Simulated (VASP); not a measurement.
Wanted: the native input for a VASP 6.6.1 run.

```yaml
Task: single point
Functional: LDA
Potentials_or_basis: VASP PAW LDA potentials, release 64 (Re_sv_GW)
Cutoff: 560 eV
k_mesh: 19 × 19 × 19
Occupations: fermi-dirac, width 0.1 eV
Spin: no spin polarisation
Dipole_correction: no
Further_INCAR_settings: ALGO = Normal; EDIFF = 1e-06; NBANDS = 14
```

The structure of Re lies in POSCAR:

```
Re
1.0
   -1.4931806299      1.4931806299      1.4931806299
    1.4931806299     -1.4931806299      1.4931806299
    1.4931806299      1.4931806299     -1.4931806299
Re
1
Direct
    0.0000000000      0.0000000000      0.0000000000
```

This isn't the form of Re at room conditions, which is hcp.

These files were run (other wordings do the same):

INCAR

```
PREC = Accurate
ENCUT = 560
EDIFF = 1E-6
ISMEAR = -1
SIGMA = 0.1
LREAL = False
LASPH = True
NELM = 120
ALGO = Normal
ISIF = 2
LWAVE = False
LCHARG = True
LELF = True
LVHAR = True
NBANDS = 14
GGA_COMPAT = False
```

KPOINTS

```
Automatic mesh
0
Gamma
  19 19 19
```

Potentials or basis: VASP PAW LDA potentials, release 64 (Re_sv_GW).

Launch:

```sh
$ cat potpaw_LDA.64/Re_sv_GW/POTCAR > POTCAR
$ mpirun -np 1 vasp_std > vasp.out
```

Results of the run:

* Pressure: 39.9 GPa
* Band gap on the k mesh: zero (an odd number of electrons rules out a gap without spin polarisation)

Caveat: the cell stands under pressure; spin-orbit coupling is left out, which moves the levels of the heavy elements.

Run time: 14 s on 1 thread of Intel(R) Xeon(R) 6975P-C (Granite Rapids), with other jobs on the host, peak memory 0.16 GiB.
